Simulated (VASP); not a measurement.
# GePPd3 (Pm-3m) in VASP: a series of runs

Runs on GePPd3. Level: PBE. Tasks: single point, relaxation of cell and atoms.

All numbers are computed with VASP 6.6.1; they aren't measurements. Logs are shortened: lines on timing, memory, paths and dates and some standing lists are left out, and cuts for length are marked.

## (1) The cell of the first run

It takes space group Pm-3m (No. 221, cubic). Conventional cell: a = 4.192 Å, b = 4.192 Å, c = 4.192 Å, α = 90.00°, β = 90.00°, γ = 90.00°. Ge (site symmetry m-3m) has 6 Pd at 2.10 Å within 2.8 Å. Within 3.9 Å of P (site symmetry m-3m) lie 12 Pd at 2.96 Å and 8 Ge at 3.63 Å. Within 2.8 Å of Pd (site symmetry 4/mmm) lie 2 Ge at 2.10 Å.

## (2) Single point, PBE

INCAR

```
ALGO = Normal
EDIFF = 1E-6
ENCUT = 520
GGA = PE
ISIF = 2
ISMEAR = 0
LASPH = T
LCHARG = F
LREAL = F
LWAVE = F
NBANDS = 32
NELM = 100
PREC = Accurate
SIGMA = 0.1
```

KPOINTS

```
k-points
0
Gamma
  4 4 4
```

POSCAR

```
GePPd3
1.0
    4.1920817274      0.0000000000      0.0000000000
    0.0000000000      4.1920817274      0.0000000000
    0.0000000000      0.0000000000      4.1920817274
Ge P Pd
1 1 3
Direct
    0.5000000000      0.5000000000      0.5000000000
    0.0000000000      0.0000000000      0.0000000000
    0.0000000000      0.5000000000      0.5000000000
    0.5000000000      0.0000000000      0.5000000000
    0.5000000000      0.5000000000      0.0000000000
```

Potentials or basis: VASP PAW PBE potentials, release 64 (Ge_d, P, Pd).

Launch:

```bash
$ cat potpaw_PBE.64/Ge_d/POTCAR potpaw_PBE.64/P/POTCAR potpaw_PBE.64/Pd/POTCAR > POTCAR
$ mpirun -np 1 vasp_std > vasp.out
```

OUTCAR:

```text
EDIFF = 1E-6
   ENCUT = 520
   GGA = PE
   ISIF = 2
   ISMEAR = 0
   LASPH = T
   LREAL = F
   NELM = 100
   PREC = Accurate

 ion  position               nearest neighbor table
   1  0.500  0.500  0.500-   3 2.10   4 2.10   5 2.10   5 2.10   4 2.10   3 2.10
   2  0.000  0.000  0.000-   3 2.96   4 2.96   5 2.96   3 2.96   4 2.96   3 2.96   5 2.96   3 2.96
                             4 2.96   5 2.96   4 2.96   5 2.96
   3  0.000  0.500  0.500-   1 2.10   1 2.10   4 2.96   5 2.96   2 2.96   5 2.96   2 2.96   4 2.96
                             2 2.96   2 2.96   4 2.96   5 2.96   5 2.96   4 2.96
   4  0.500  0.000  0.500-   1 2.10   1 2.10   3 2.96   5 2.96   2 2.96   5 2.96   2 2.96   3 2.96
                             5 2.96   5 2.96   2 2.96   3 2.96   2 2.96   3 2.96
   5  0.500  0.500  0.000-   1 2.10   1 2.10   3 2.96   4 2.96   2 2.96   3 2.96   4 2.96   2 2.96
                             4 2.96   4 2.96   2 2.96   3 2.96   3 2.96   2 2.96

  LATTYP: Found a simple cubic cell.
 ALAT       =     4.1920817274

  Lattice vectors:

 A1 = (   4.1920817274,   0.0000000000,   0.0000000000)
 A2 = (   0.0000000000,   4.1920817274,   0.0000000000)
 A3 = (   0.0000000000,   0.0000000000,   4.1920817274)

Analysis of symmetry for initial positions (statically):
=====================================================================
 Subroutine PRICEL returns:
 Original cell was already a primitive cell.

 Routine SETGRP: Setting up the symmetry group for a
 simple cubic supercell.

 Subroutine GETGRP returns: Found 48 space group operations
 (whereof 48 operations were pure point group operations)
 out of a pool of 48 trial point group operations.

The static configuration has the point symmetry O_h .

Analysis of symmetry for dynamics (positions and initial velocities):
=====================================================================
 Subroutine PRICEL returns:
 Original cell was already a primitive cell.

 Routine SETGRP: Setting up the symmetry group for a
 simple cubic supercell.

 Subroutine GETGRP returns: Found 48 space group operations
 (whereof 48 operations were pure point group operations)
 out of a pool of 48 trial point group operations.

The dynamic configuration has the point symmetry O_h .

 Subroutine INISYM returns: Found 48 space group operations
 (whereof 48 operations are pure point group operations),
 and found     1 'primitive' translations

----------------------------------------------------------------------------------------

                                     Primitive cell

  volume of cell :      73.6698

  direct lattice vectors                    reciprocal lattice vectors
     4.192081727  0.000000000  0.000000000     0.238544968  0.000000000  0.000000000
     0.000000000  4.192081727  0.000000000     0.000000000  0.238544968  0.000000000
     0.000000000  0.000000000  4.192081727     0.000000000  0.000000000  0.238544968

  length of vectors
     4.192081727  4.192081727  4.192081727     0.238544968  0.238544968  0.238544968

  position of ions in fractional coordinates (direct lattice)
     0.500000000  0.500000000  0.500000000
     0.000000000  0.000000000  0.000000000
     0.000000000  0.500000000  0.500000000
     0.500000000  0.000000000  0.500000000
     0.500000000  0.500000000  0.000000000

  ion indices of the primitive-cell ions
   primitive index   ion index
                 1           1
                 2           2
                 3           3
                 4           4
                 5           5

----------------------------------------------------------------------------------------

 KPOINTS: k-points

Automatic generation of k-mesh.
 Grid dimensions read from file:
 generate k-points for:    4    4    4

 Generating k-lattice:

  Cartesian coordinates                     Fractional coordinates (reciprocal lattice)
     0.059636242  0.000000000  0.000000000     0.250000000  0.000000000  0.000000000
     0.000000000  0.059636242  0.000000000     0.000000000  0.250000000  0.000000000
     0.000000000  0.000000000  0.059636242     0.000000000  0.000000000  0.250000000

  Length of vectors
     0.059636242  0.059636242  0.059636242

  Shift w.r.t. Gamma in fractional coordinates (k-lattice)
     0.000000000  0.000000000  0.000000000

 Subroutine IBZKPT returns following result:
 ===========================================

 Found     10 irreducible k-points:

 Following reciprocal coordinates:
            Coordinates               Weight
  0.000000  0.000000  0.000000      1.000000
  0.250000  0.000000  0.000000      6.000000
  0.500000  0.000000  0.000000      3.000000
  0.250000  0.250000  0.000000     12.000000
  0.500000  0.250000  0.000000     12.000000
  0.500000  0.500000  0.000000      3.000000
  0.250000  0.250000  0.250000      8.000000
  0.500000  0.250000  0.250000     12.000000
  0.500000  0.500000  0.250000      6.000000
  0.500000  0.500000  0.500000      1.000000
   k-points           NKPTS =     10   k-points in BZ     NKDIM =     10   number of bands    NBANDS=     32
   number of dos      NEDOS =    301   number of ions     NIONS =      5
   total plane-waves  NPLWV =  32768
   dimension x,y,z NGX =    32 NGY =   32 NGZ =   32
   dimension x,y,z NGXF=    64 NGYF=   64 NGZF=   64
   ions per type =               1   1   3
   NGX,Y,Z   is equivalent  to a cutoff of  12.69, 12.69, 12.69 a.u.
   NGXF,Y,Z  is equivalent  to a cutoff of  25.38, 25.38, 25.38 a.u.
 SYSTEM =  unknown system
   PREC   = accura    normal or accurate (medium, high low for compatibility)
   ISTART =      0    job   : 0-new  1-cont  2-samecut
   ICHARG =      2    charge: 1-file 2-atom 10-const
   ISPIN  =      1    spin polarized calculation?
   LNONCOLLINEAR =      F non collinear calculations
   LSORBIT =      F    spin-orbit coupling
   LASPH  =      T    aspherical Exc in radial PAW
   ENCUT  =  520.0 eV  38.22 Ry    6.18 a.u.   7.79  7.79  7.79*2*pi/ulx,y,z
   NELM   =    100;   NELMIN=  2; NELMDL= -5     # of ELM steps
   EDIFF  = 0.1E-05   stopping-criterion for ELM
   LREAL  =      F    real-space projection
   EDIFFG = 0.1E-04   stopping-criterion for IOM
   NSW    =      0    number of steps for IOM
   IBRION =     -1    ionic relax: 0-MD 1-quasi-New 2-CG
[... 14 lines left out ...]
     AMIX     =   0.40;   BMIX     =  1.00
     AMIX_MAG =   1.60;   BMIX_MAG =  1.00
  volume/ion in A,a.u.               =      14.73        99.43
  Fermi-wavevector in a.u.,A,eV,Ry     =   1.429038  2.700490 27.785133  2.042150
  Thomas-Fermi vector in A             =   2.549035
   LORBIT       =      0    0 simple, 1 ext, 2 COOP (PROOUT), +10 PAW based schemes
   GGA     = PE    functional components
   LHFCALC =     F    Hartree Fock is set to
   AEXX    =    0.0000 exact exchange contribution
   IVDW    =     0    specifies the selected vdW correction
   LEPSILON=     F    determine dielectric tensor
   LRPA    =     F    only Hartree local field effects (RPA)
 non-spin polarized calculation
 Gauss-broadening in eV      SIGMA  =   0.10
  energy-cutoff  :      520.00
  volume of cell :       73.67
 maximum number of plane-waves:      2008
 NGX is ok and might be reduce to    32
   NGX = 15   NGY = 15   NGZ = 15

 number of electron      49.0000048 magnetization

 Free energy of the ion-electron system (eV)
  ---------------------------------------------------
  ext. energy  EPLUGINS =         0.00000000
  ---------------------------------------------------
  free energy    TOTEN  =       -20.13276625 eV

  energy without entropy =      -20.12870093  energy(sigma->0) =      -20.13073359

 E-fermi :   9.9686     XC(G=0): -12.5167

 val. band max:        9.4812832106   @ k =   0.5000   0.2500   0.2500
 cond. band min:      10.0663678917   @ k =   0.2500   0.2500   0.0000
 fundamental gap:      0.5850846811
 Fermi energy:         9.9685754392

 k-point     1 :       0.0000    0.0000    0.0000
  band No.  band energies     occupation
      1     -15.5515      2.00000
      2     -15.5515      2.00000
      3     -15.3403      2.00000
      4     -15.3403      2.00000
      5     -15.3403      2.00000
      6      -3.5852      2.00000
[... 24 lines left out ...]
     31      19.5303      0.00000
     32      20.0906      0.00000

 k-point     2 :       0.2500    0.0000    0.0000
  band No.  band energies     occupation
      1     -15.5514      2.00000
      2     -15.4956      2.00000
      3     -15.3402      2.00000
      4     -15.3318      2.00000
      5     -15.3318      2.00000
      6      -3.1036      2.00000
[... 24 lines left out ...]
     31      17.8133      0.00000
     32      18.3282      0.00000

 k-point     3 :       0.5000    0.0000    0.0000
  band No.  band energies     occupation
      1     -15.5513      2.00000
      2     -15.4397      2.00000
      3     -15.3400      2.00000
      4     -15.3231      2.00000
      5     -15.3231      2.00000
      6      -2.3879      2.00000
[... 24 lines left out ...]
     31      17.8082      0.00000
     32      17.8082      0.00000

 k-point     4 :       0.2500    0.2500    0.0000
  band No.  band energies     occupation
      1     -15.5239      2.00000
      2     -15.4661      2.00000
      3     -15.3316      2.00000
      4     -15.3316      2.00000
      5     -15.3233      2.00000
      6      -2.6173      2.00000
[... 24 lines left out ...]
     31      17.4013      0.00000
     32      17.4165      0.00000

 k-point     5 :       0.5000    0.2500    0.0000
  band No.  band energies     occupation
      1     -15.5165      2.00000
      2     -15.4164      2.00000
      3     -15.3314      2.00000
      4     -15.3230      2.00000
      5     -15.3148      2.00000
      6      -1.8771      2.00000
[... 24 lines left out ...]
     31      17.1156      0.00000
     32      17.4502      0.00000

 k-point     6 :       0.5000    0.5000    0.0000
  band No.  band energies     occupation
      1     -15.4971      2.00000
      2     -15.3775      2.00000
      3     -15.3228      2.00000
      4     -15.3228      2.00000
      5     -15.3065      2.00000
      6      -1.0892      2.00000
[... 24 lines left out ...]
     31      16.0736      0.00000
     32      16.0736      0.00000

 k-point     7 :       0.2500    0.2500    0.2500
  band No.  band energies     occupation
      1     -15.4660      2.00000
      2     -15.4660      2.00000
      3     -15.3232      2.00000
      4     -15.3231      2.00000
      5     -15.3231      2.00000
      6      -2.1283      2.00000
[... 24 lines left out ...]
     31      16.2315      0.00000
     32      17.9763      0.00000

 k-point     8 :       0.5000    0.2500    0.2500
  band No.  band energies     occupation
      1     -15.4659      2.00000
      2     -15.4080      2.00000
      3     -15.3230      2.00000
      4     -15.3147      2.00000
      5     -15.3146      2.00000
      6      -1.3573      2.00000
[... 24 lines left out ...]
     31      16.4052      0.00000
     32      18.6013      0.00000

 k-point     9 :       0.5000    0.5000    0.2500
  band No.  band energies     occupation
      1     -15.4373      2.00000
      2     -15.3774      2.00000
      3     -15.3145      2.00000
      4     -15.3145      2.00000
      5     -15.3063      2.00000
      6      -0.5082      2.00000
[... 24 lines left out ...]
     31      17.0348      0.00000
     32      18.5913      0.00000

 k-point    10 :       0.5000    0.5000    0.5000
  band No.  band energies     occupation
      1     -15.3773      2.00000
      2     -15.3773      2.00000
      3     -15.3061      2.00000
      4     -15.3061      2.00000
      5     -15.3061      2.00000
      6      -0.2434      2.00000
[... 24 lines left out ...]
     31      17.4063      0.00000
     32      22.0929      0.00000

------------------------ aborting loop because EDIFF is reached ----------------------------------------

  FORCE on cell =-STRESS in cart. coord.  units (eV):
  Direction    XX          YY          ZZ          XY          YZ          ZX
  --------------------------------------------------------------------------------------
  -------------------------------------------------------------------------------------
  Total       25.9911453     25.9911453     25.9911453     -0.0000000      0.0000000      0.0000000
  in kB      565.2580781    565.2580781    565.2580781     -0.0000000      0.0000000      0.0000000
  external PRESSURE =     565.2580781 kB  Pullay stress =       0.0000000 kB

 VOLUME and BASIS-vectors are now :
 -----------------------------------------------------------------------------
  energy-cutoff  :      520.00
  volume of cell :       73.67
      direct lattice vectors                 reciprocal lattice vectors
     4.192081727  0.000000000  0.000000000     0.238544968  0.000000000  0.000000000
     0.000000000  4.192081727  0.000000000     0.000000000  0.238544968  0.000000000
     0.000000000  0.000000000  4.192081727     0.000000000  0.000000000  0.238544968

 POSITION                                       TOTAL-FORCE (eV/Angst)
 -----------------------------------------------------------------------------------
      2.09604      2.09604      2.09604         0.000000      0.000000      0.000000
      0.00000      0.00000      0.00000         0.000000      0.000000      0.000000
      0.00000      2.09604      2.09604         0.000000      0.000000      0.000000
      2.09604      0.00000      2.09604         0.000000      0.000000      0.000000
      2.09604      2.09604      0.00000         0.000000      0.000000      0.000000
 -----------------------------------------------------------------------------------
    total drift:                                0.000000     -0.000000     -0.000000

  FREE ENERGIE OF THE ION-ELECTRON SYSTEM (eV)
  ---------------------------------------------------
  free  energy   TOTEN  =       -20.1327662469 eV

  energy  without entropy=      -20.1287009270  energy(sigma->0) =      -20.13073359
```

Wall time 34 s (1 thread of Intel Xeon 8259CL, shared host); peak memory 0.19 GiB.

What came out:

- Free energy: -20.1328 eV
- Pressure: 56.5 GPa
- Band gap on the k mesh: zero (an odd number of electrons rules out a gap without spin polarisation)

Caveat: the k points lie up to 0.37 Å⁻¹ apart, too coarse for converged energies and pressures of a metal.

## (3) Single point, PBE

This run uses another cell than the first one, of 19.51 Å³/atom.

INCAR

```
SYSTEM = GePPd3
PREC = Accurate
ENCUT = 520
EDIFF = 1E-6
ISMEAR = 0
SIGMA = 0.1
LREAL = .False.
LASPH = .True.
NELM = 80
ALGO = Normal
ISIF = 2
LWAVE = .False.
LCHARG = .True.
GGA = PE
LELF = .True.
LVHAR = .True.
NBANDS = 32
```

KPOINTS

```
regular mesh
0
Gamma
  4 4 4
  0 0 0
```

POSCAR: that of step 2 with these lines changed.

```diff
@@ -2,5 +2,5 @@
 1.0
-    4.1920817274      0.0000000000      0.0000000000
-    0.0000000000      4.1920817274      0.0000000000
-    0.0000000000      0.0000000000      4.1920817274
+    4.6033533584      0.0000000000      0.0000000000
+    0.0000000000      4.6033533584      0.0000000000
+    0.0000000000      0.0000000000      4.6033533584
 Ge P Pd
```

Potentials or basis: VASP PAW PBE potentials, release 64 (Ge_d, P, Pd).

Launch:

```bash
$ cat potpaw_PBE.64/Ge_d/POTCAR potpaw_PBE.64/P/POTCAR potpaw_PBE.64/Pd/POTCAR > POTCAR
$ mpirun -np 1 vasp_std > vasp.out
```

Wall time 50 s (1 thread of Intel Xeon 8259CL, shared host); peak memory 0.22 GiB.

The run converged. Its results:

| Quantity | Value |
| --- | --- |
| Free energy | -23.3806 eV |
| Pressure | 0.4 GPa |
| Band gap on the k mesh | zero (an odd number of electrons rules out a gap without spin polarisation) |

Levels at points of the mesh, in eV from the Fermi level:
| k point | band 23 | band 24 | band 25 | band 26 | band 27 | band 28 |
| --- | --- | --- | --- | --- | --- | --- |
| (0.00, 0.00, 0.00) | -1.38 | -1.38 | -0.94 | 0.59 | 0.59 | 0.59 |
| (0.50, 0.00, 0.00) | -1.00 | 0.45 | 0.45 | 0.91 | 0.91 | 1.15 |
| (0.50, 0.50, 0.00) | -0.89 | -0.89 | 1.10 | 2.42 | 2.58 | 2.58 |
| (0.50, 0.50, 0.50) | -1.21 | -1.21 | -1.21 | 1.17 | 1.17 | 1.17 |

## (4) Relaxation of cell and atoms, PBE

INCAR

```
PREC     = Accurate       # precision mode
ENCUT    = 600            # plane-wave cutoff, eV
EDIFF    = 1E-6           # SCF threshold, eV
ISMEAR   = 0              # smearing method
SIGMA    = 0.1            # smearing width, eV
LREAL    = F              # projectors in reciprocal space
LASPH    = T              # aspherical terms in the spheres
NELM     = 60             # most SCF steps
ALGO     = Normal         # electronic algorithm
ISIF     = 3              # what is computed and relaxed
LWAVE    = F              # write WAVECAR
LCHARG   = F              # write CHGCAR
GGA      = PE             # functional
IBRION   = 2              # ionic algorithm
NSW      = 90             # ionic steps
EDIFFG   = -0.04          # ionic threshold
```

KPOINTS

```
regular mesh
0
Gamma
  4 4 4
```

POSCAR: that of step 3 with these lines changed.

```diff
@@ -2,5 +2,5 @@
 1.0
-    4.6033533584      0.0000000000      0.0000000000
-    0.0000000000      4.6033533584      0.0000000000
-    0.0000000000      0.0000000000      4.6033533584
+    4.1920817274      0.0000000000      0.0000000000
+    0.0000000000      4.1920817274      0.0000000000
+    0.0000000000      0.0000000000      4.1920817274
 Ge P Pd
```

Launch:

```bash
$ cat potpaw_PBE.64/Ge_d/POTCAR potpaw_PBE.64/P/POTCAR potpaw_PBE.64/Pd/POTCAR > POTCAR
$ mpirun -np 1 vasp_std > vasp.out
```

Wall time 3.6 min (1 thread of Intel Xeon 8259CL, shared host); peak memory 0.23 GiB.

It converged, with:

```
Free energy                           : -23.3706 eV
Relaxed volume                        : 19.59 Å³/atom
Relaxed cell                          : a = 4.609 Å, b = 4.609 Å, c = 4.609 Å, α = 90.00°, β = 90.00°, γ = 90.00°
Space group after relaxing (to 0.1 Å) : Pm-3m (No. 221)
Energy gained by relaxing             : 647.5 meV/atom
Ionic steps                           : 5
Pressure after relaxing               : 0.0 GPa
Band gap on the k mesh                : zero (an odd number of electrons rules out a gap without spin polarisation)
```

The path:
```csv
step,energy change (eV),largest force (eV/Å),pressure (GPa),volume (Å³)
1,0.0000,0.0000,56.49,73.67
2,-0.2110,0.0000,-14.10,144.09
3,-3.2240,0.0000,-1.99,100.13
4,-3.2356,0.0000,-0.81,98.80
5,-3.2375,0.0000,0.05,97.93
```

Final structure:
```xyz
5
Lattice="4.6093 0.0000 0.0000 0.0000 4.6093 0.0000 0.0000 0.0000 4.6093" Properties=species:S:1:pos:R:3 pbc="T T T"
Ge    2.3047    2.3047    2.3047
P     0.0000    0.0000    0.0000
Pd    0.0000    2.3047    2.3047
Pd    2.3047    0.0000    2.3047
Pd    2.3047    2.3047    0.0000
```

Levels at points of the mesh, in eV from the Fermi level:
```csv
k point,band 21,band 22,band 23,band 24,band 25,band 26,band 27,band 28,band 29
"(0.00, 0.00, 0.00)",-1.70,-1.38,-1.38,-1.38,-0.94,0.59,0.59,0.59,3.91
"(0.50, 0.00, 0.00)",-1.42,-1.38,-1.00,0.45,0.45,0.90,0.90,1.14,4.69
"(0.50, 0.50, 0.00)",-1.67,-1.44,-0.88,-0.88,1.10,2.41,2.56,2.56,2.71
"(0.50, 0.50, 0.50)",-1.49,-1.49,-1.20,-1.20,-1.20,1.16,1.16,1.16,6.14
```

Caveat: the k points lie up to 0.34 Å⁻¹ apart in the final cell, too coarse for converged energies and pressures of a metal; the volume moved by over 15 % at a fixed basis, so the end points are rough.

## (5) Overview

| task | cell | cutoff (eV) | gap on the mesh (eV) | pressure (GPa) |
| --- | --- | --- | --- | --- |
| single point | a = 4.192 Å, 5 atoms | 520 | none | 56.5 |
| single point | a = 4.603 Å, 5 atoms | 520 | none | 0.4 |
| relaxation of cell and atoms | relaxed from a = 4.192 Å, 5 atoms | 600 | none | 0.0 |

Alike in all rows: level PBE; potentials or basis VASP PAW PBE potentials, release 64 (Ge_d, P, Pd); no spin polarisation; k mesh 4 × 4 × 4; smearing gaussian 0.1 eV.

Caveats: some runs use coarse meshes; the volume moved by over 15 % at a fixed basis, so the end points are rough (at least some runs).

Total energies depend on the potentials used, so only differences within one code and one set of settings carry meaning.

The gap in the log of VASP goes by the Fermi energy; the results here count the filled bands.